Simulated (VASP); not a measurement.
Runs of VASP 6.6.1 on Zn. The structure is that of space group Pm-3m (No. 221), or close to it. The cells are those of the table. 

```tsv
task	cell	k mesh	cutoff (eV)	gap on the mesh (eV)	pressure (GPa)
single point	a = 2.564 Å, 1 atom	12 × 12 × 12	520	none	0.3
relaxation of cell and atoms	relaxed from a = 2.542 Å, 1 atom	12 × 12 × 12	600	none	0.0
single point	a = 2.564 Å, 1 atom	14 × 14 × 14	520	none	0.4
single point	a = 2.630 Å, 1 atom	14 × 14 × 14	520	none	(a)
single point	a = 2.597 Å, 1 atom	14 × 14 × 14	520	none	-1.7
```

Alike in all rows: level PBEsol; potentials or basis VASP PAW PBE potentials, release 64 (Zn); no spin polarisation; smearing fermi-dirac 0.1 eV.

Task: Estimate the missing entries.

Result: (a) -3.6.

Caveats: the PAW data sets were made with another functional, which shifts forces and pressure a little.

A gap of «none» marks levels without a gap at the run's occupations.
